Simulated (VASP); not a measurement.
# PbO (P4/nmm) in VASP: single point with LDA

Aim: the single point of PbO with LDA.

Program: VASP 6.6.1. These are calculated values, not measurements. Logs are shortened: lines on timing, memory, paths and dates and some standing lists are left out, and cuts for length are marked.

## 1. The cell of the first run

It takes space group P4/nmm (No. 129, tetragonal). Conventional cell: a = 3.974 Å, b = 3.974 Å, c = 5.022 Å, α = 90.00°, β = 90.00°, γ = 90.00°. Pb (site symmetry 4mm) has 4 O at 2.31 Å within 3.1 Å. O (site symmetry -4m2) has 4 Pb at 2.31 Å and 4 O at 2.81 Å within 3.1 Å.

## 2. Single point, LDA

Input file INCAR:

```
PREC = Accurate
ENCUT = 910
EDIFF = 1E-6
ISMEAR = 0
SIGMA = 0.05
LREAL = False
LASPH = True
NELM = 120
ALGO = Normal
ISIF = 2
LWAVE = False
LCHARG = True
GGA = CA
LELF = True
LVHAR = True
NBANDS = 28
GGA_COMPAT = False
```

Input file KPOINTS:

```
Automatic mesh
0
Gamma
  8 8 6
```

Input file POSCAR:

```
PbO
1.0
    3.9744000000      0.0000000000      0.0000000000
    0.0000000000      3.9744000000      0.0000000000
    0.0000000000      0.0000000000      5.0220000000
Pb O
2 2
Direct
    0.0000000000      0.5000000000      0.2351000000
    0.5000000000      0.0000000000      0.7649000000
    0.0000000000      0.0000000000      0.0000000000
    0.5000000000      0.5000000000      0.0000000000
```

Potentials or basis: VASP PAW LDA potentials, release 64 (Pb_d, O_h).

Launch:

```sh
> cat potpaw_LDA.64/Pb_d/POTCAR potpaw_LDA.64/O_h/POTCAR > POTCAR
> mpirun -np 1 vasp_std > vasp.out
```

OUTCAR:

```text
PREC = Accurate
   ENCUT = 910
   EDIFF = 1E-6
   ISMEAR = 0
   LREAL = False
   LASPH = True
   NELM = 120
   ISIF = 2
   GGA = CA

 ion  position               nearest neighbor table
   1  0.000  0.500  0.235-   3 2.31   4 2.31   3 2.31   4 2.31   2 3.67   2 3.67   2 3.67   2 3.67
                             2 3.87   2 3.87   2 3.87   2 3.87
   2  0.500  0.000  0.765-   3 2.31   4 2.31   4 2.31   3 2.31   1 3.67   1 3.67   1 3.67   1 3.67
                             1 3.87   1 3.87   1 3.87   1 3.87
   3  0.000  0.000  0.000-   1 2.31   2 2.31   1 2.31   2 2.31
   4  0.500  0.500  0.000-   1 2.31   2 2.31   2 2.31   1 2.31

  LATTYP: Found a simple tetragonal cell.
 ALAT       =     3.9744000000
 C/A-ratio  =     1.2635869565

  Lattice vectors:

 A1 = (   3.9744000000,   0.0000000000,   0.0000000000)
 A2 = (   0.0000000000,   3.9744000000,   0.0000000000)
 A3 = (   0.0000000000,   0.0000000000,   5.0220000000)

Analysis of symmetry for initial positions (statically):
=====================================================================
 Subroutine PRICEL returns:
 Original cell was already a primitive cell.

 Routine SETGRP: Setting up the symmetry group for a
 simple tetragonal supercell.

 Subroutine GETGRP returns: Found 16 space group operations
 (whereof  8 operations were pure point group operations)
 out of a pool of 16 trial point group operations.

The static configuration has the point symmetry D_2d.
 The point group associated with its full space group is D_4h.

Analysis of symmetry for dynamics (positions and initial velocities):
=====================================================================
 Subroutine PRICEL returns:
 Original cell was already a primitive cell.

 Routine SETGRP: Setting up the symmetry group for a
 simple tetragonal supercell.

 Subroutine GETGRP returns: Found 16 space group operations
 (whereof  8 operations were pure point group operations)
 out of a pool of 16 trial point group operations.

The dynamic configuration has the point symmetry D_2d.
 The point group associated with its full space group is D_4h.

 Subroutine INISYM returns: Found 16 space group operations
 (whereof  8 operations are pure point group operations),
 and found     1 'primitive' translations

----------------------------------------------------------------------------------------

                                     Primitive cell

  volume of cell :      79.3268

  direct lattice vectors                    reciprocal lattice vectors
     3.974400000  0.000000000  0.000000000     0.251610306  0.000000000  0.000000000
     0.000000000  3.974400000  0.000000000     0.000000000  0.251610306  0.000000000
     0.000000000  0.000000000  5.022000000     0.000000000  0.000000000  0.199123855

  length of vectors
     3.974400000  3.974400000  5.022000000     0.251610306  0.251610306  0.199123855

  position of ions in fractional coordinates (direct lattice)
     0.000000000  0.500000000  0.235100000
     0.500000000  0.000000000  0.764900000
     0.000000000  0.000000000  0.000000000
     0.500000000  0.500000000  0.000000000

  ion indices of the primitive-cell ions
   primitive index   ion index
                 1           1
                 2           2
                 3           3
                 4           4

----------------------------------------------------------------------------------------

 KPOINTS: Automatic mesh

Automatic generation of k-mesh.
 Grid dimensions read from file:
 generate k-points for:    8    8    6

 Generating k-lattice:

  Cartesian coordinates                     Fractional coordinates (reciprocal lattice)
     0.031451288  0.000000000  0.000000000     0.125000000  0.000000000  0.000000000
     0.000000000  0.031451288  0.000000000     0.000000000  0.125000000  0.000000000
     0.000000000  0.000000000  0.033187309     0.000000000  0.000000000  0.166666667

  Length of vectors
     0.031451288  0.031451288  0.033187309

  Shift w.r.t. Gamma in fractional coordinates (k-lattice)
     0.000000000  0.000000000  0.000000000

 Subroutine IBZKPT returns following result:
 ===========================================

 Found     60 irreducible k-points:

 Following reciprocal coordinates:
            Coordinates               Weight
  0.000000  0.000000  0.000000      1.000000
  0.125000  0.000000  0.000000      4.000000
  0.250000  0.000000  0.000000      4.000000
  0.375000  0.000000  0.000000      4.000000
  0.500000  0.000000  0.000000      2.000000
  0.125000  0.125000  0.000000      4.000000
[... 16 lines left out ...]
  0.375000  0.125000  0.166667     16.000000
  0.500000  0.125000  0.166667      8.000000
 [... further k-points ...]
   k-points           NKPTS =     60   k-points in BZ     NKDIM =     60   number of bands    NBANDS=     28
   number of dos      NEDOS =    301   number of ions     NIONS =      4
   total plane-waves  NPLWV =  80000
   dimension x,y,z NGX =    40 NGY =   40 NGZ =   50
   dimension x,y,z NGXF=    80 NGYF=   80 NGZF=  100
   ions per type =               2   2
   NGX,Y,Z   is equivalent  to a cutoff of  16.73, 16.73, 16.55 a.u.
   NGXF,Y,Z  is equivalent  to a cutoff of  33.46, 33.46, 33.10 a.u.
 SYSTEM =  unknown system
   PREC   = accura    normal or accurate (medium, high low for compatibility)
   ISTART =      0    job   : 0-new  1-cont  2-samecut
   ICHARG =      2    charge: 1-file 2-atom 10-const
   ISPIN  =      1    spin polarized calculation?
   LNONCOLLINEAR =      F non collinear calculations
   LSORBIT =      F    spin-orbit coupling
   LASPH  =      T    aspherical Exc in radial PAW
   ENCUT  =  910.0 eV  66.88 Ry    8.18 a.u.   9.78  9.78 12.35*2*pi/ulx,y,z
   NELM   =    120;   NELMIN=  2; NELMDL= -5     # of ELM steps
   EDIFF  = 0.1E-05   stopping-criterion for ELM
   LREAL  =      F    real-space projection
   EDIFFG = 0.1E-04   stopping-criterion for IOM
   NSW    =      0    number of steps for IOM
   IBRION =     -1    ionic relax: 0-MD 1-quasi-New 2-CG
   NFREE  =      0    steps in history (QN), initial steepest desc. (CG)
   ISIF   =      2    stress and relaxation
   ISYM   =      2    0-nonsym 1-usesym 2-fastsym
   POTIM  = 0.5000    time-step for ionic-motion
   TEBEG  =    0.0;   TEEND  =   0.0 temperature during run
   PSTRESS=    0.0 pullay stress
   NELECT =      40.0000    total number of electrons
   NUPDOWN=      -1.0000    fix difference up-down
   EMIN   =  10.00;   EMAX   =-10.00  energy-range for DOS
   EFERMI =   0.00;   METHOD = LEGACY
   ISMEAR =     0;   SIGMA  =   0.05  broadening in eV -4-tet -1-fermi 0-gaus
   EFERMI_NEDOS =   21; number of points for ismear=-14 and -15
   IALGO  =     38    algorithm
   IMIX   =      4    mixing-type and parameters
     AMIX     =   0.40;   BMIX     =  1.00
     AMIX_MAG =   1.60;   BMIX_MAG =  1.00
  volume/ion in A,a.u.               =      19.83       133.83
  Fermi-wavevector in a.u.,A,eV,Ry     =   1.303031  2.462372 23.101207  1.697891
  Thomas-Fermi vector in A             =   2.434060
   LORBIT       =      0    0 simple, 1 ext, 2 COOP (PROOUT), +10 PAW based schemes
   GGA     = CA    functional components
   LHFCALC =     F    Hartree Fock is set to
   AEXX    =    0.0000 exact exchange contribution
   IVDW    =     0    specifies the selected vdW correction
   LEPSILON=     F    determine dielectric tensor
   LRPA    =     F    only Hartree local field effects (RPA)
 non-spin polarized calculation
 Gauss-broadening in eV      SIGMA  =   0.05
  energy-cutoff  :      910.00
  volume of cell :       79.33
 maximum number of plane-waves:      4996
 NGX is ok and might be reduce to    40
   NGX = 19   NGY = 19   NGZ = 25

 number of electron      39.9999999 magnetization

 Free energy of the ion-electron system (eV)
  ---------------------------------------------------
  ext. energy  EPLUGINS =         0.00000000
  ---------------------------------------------------
  free energy    TOTEN  =       -24.40748759 eV

  energy without entropy =      -24.40748759  energy(sigma->0) =      -24.40748759

 E-fermi :   5.3189     XC(G=0): -10.3021

 val. band max:        5.0494727362   @ k =   0.1250   0.0000   0.0000
 cond. band min:       6.2323689054   @ k =   0.5000   0.5000   0.0000
 fundamental gap:      1.1828961692
 Fermi energy:         5.3189498748

 k-point     1 :       0.0000    0.0000    0.0000
  band No.  band energies     occupation
      1     -13.1704      2.00000
      2     -12.6495      2.00000
      3     -10.9117      2.00000
      4     -10.9117      2.00000
      5     -10.8405      2.00000
      6     -10.8285      2.00000
[... 20 lines left out ...]
     27      12.5196      0.00000
     28      13.0605      0.00000

 k-point     2 :       0.1250    0.0000    0.0000
  band No.  band energies     occupation
      1     -13.1359      2.00000
      2     -12.6590      2.00000
      3     -10.9040      2.00000
      4     -10.9017      2.00000
      5     -10.8284      2.00000
      6     -10.8189      2.00000
[... 20 lines left out ...]
     27      12.7477      0.00000
     28      14.0758      0.00000

 k-point     3 :       0.2500    0.0000    0.0000
  band No.  band energies     occupation
      1     -13.0470      2.00000
      2     -12.6909      2.00000
      3     -10.8825      2.00000
      4     -10.8742      2.00000
      5     -10.7935      2.00000
      6     -10.7932      2.00000
[... 20 lines left out ...]
     27      13.0195      0.00000
     28      15.8726      0.00000

 k-point     4 :       0.3750    0.0000    0.0000
  band No.  band energies     occupation
      1     -12.9368      2.00000
      2     -12.7493      2.00000
      3     -10.8518      2.00000
      4     -10.8382      2.00000
      5     -10.7866      2.00000
      6     -10.7849      2.00000
[... 578 lines left out ...]
     27      13.9356      0.00000
     28      15.3173      0.00000

 k-point    23 :       0.3750    0.1250    0.1667
  band No.  band energies     occupation
      1     -12.9233      2.00000
      2     -12.7517      2.00000
      3     -10.8560      2.00000
      4     -10.8240      2.00000
      5     -10.7956      2.00000
      6     -10.7685      2.00000
[... 20 lines left out ...]
     27      14.1621      0.00000
     28      14.6734      0.00000

 k-point    24 :       0.5000    0.1250    0.1667
  band No.  band energies     occupation
      1     -12.8296      2.00000
      2     -12.8296      2.00000
      3     -10.8308      2.00000
      4     -10.8308      2.00000
      5     -10.7865      2.00000
      6     -10.7865      2.00000
[... 20 lines left out ...]
     27      14.3698      0.00000
     28      14.3698      0.00000

 [... further k-points ...]
[... 5 lines left out ...]
  --------------------------------------------------------------------------------------
  -------------------------------------------------------------------------------------
  Total       -0.9415935     -0.9415935     -0.6913295      0.0000000      0.0000000      0.0000000
  in kB      -19.0175327    -19.0175327    -13.9629057      0.0000000      0.0000000      0.0000000
  external PRESSURE =     -17.3326570 kB  Pullay stress =       0.0000000 kB

 VOLUME and BASIS-vectors are now :
 -----------------------------------------------------------------------------
  energy-cutoff  :      910.00
  volume of cell :       79.33
      direct lattice vectors                 reciprocal lattice vectors
     3.974400000  0.000000000  0.000000000     0.251610306  0.000000000  0.000000000
     0.000000000  3.974400000  0.000000000     0.000000000  0.251610306  0.000000000
     0.000000000  0.000000000  5.022000000     0.000000000  0.000000000  0.199123855

 POSITION                                       TOTAL-FORCE (eV/Angst)
 -----------------------------------------------------------------------------------
      0.00000      1.98720      1.18067         0.000000     -0.000000     -0.102867
      1.98720      0.00000      3.84133         0.000000     -0.000000      0.102867
      0.00000      0.00000      0.00000         0.000000     -0.000000      0.000000
      1.98720      1.98720      0.00000         0.000000      0.000000      0.000000
 -----------------------------------------------------------------------------------
    total drift:                               -0.000000      0.000000     -0.000000

  FREE ENERGIE OF THE ION-ELECTRON SYSTEM (eV)
  ---------------------------------------------------
  free  energy   TOTEN  =       -24.4074875933 eV

  energy  without entropy=      -24.4074875933  energy(sigma->0) =      -24.40748759
```

Run time: 4.9 min. Hardware: 1 thread of Intel Xeon Platinum 8488C (Sapphire Rapids), shared host; peak memory 0.39 GiB.

What came out:

```
Free energy            : -24.4075 eV
Pressure               : -1.7 GPa
Largest force          : 0.103 eV/Å
Band gap on the k mesh : 1.18 eV (least direct gap 2.22 eV)
```

Forces on the atoms (eV/Å):
```
Pb   0.000  0.000 -0.103
Pb   0.000  0.000  0.103
O    0.000  0.000  0.000
O    0.000  0.000  0.000
```

Stress tensor (GPa, compression positive):
```
-1.90  0.00  0.00
 0.00 -1.90  0.00
 0.00  0.00 -1.40
```

Levels at points of the mesh, in eV from the valence-band top:
```csv
k point,band 17,band 18,band 19,band 20,band 21,band 22,band 23,band 24
"(0.00, 0.00, 0.00)",-1.74,-1.73,-1.73,-0.02,2.30,5.28,5.63,5.63
"(0.50, 0.00, 0.00)",-3.09,-3.09,-1.67,-1.67,3.33,3.33,6.44,6.44
"(0.50, 0.50, 0.00)",-1.65,-1.65,-1.09,-1.09,1.18,1.18,5.20,5.20
"(0.00, 0.00, 0.50)",-1.78,-1.75,-1.75,-0.95,1.79,3.96,3.96,4.21
"(0.50, 0.00, 0.50)",-3.06,-3.06,-1.00,-1.00,3.02,3.02,6.28,6.28
"(0.50, 0.50, 0.50)",-2.24,-2.24,-1.09,-1.09,3.44,3.44,4.65,4.65
```

Caveat: the cutoff is under 1.25 times the usual one of these potentials, so pressure, stress and relaxed cells hold a basis-set (Pulay) error; spin-orbit coupling is left out, which moves the levels of the heavy elements. A k mesh can miss the band edges.
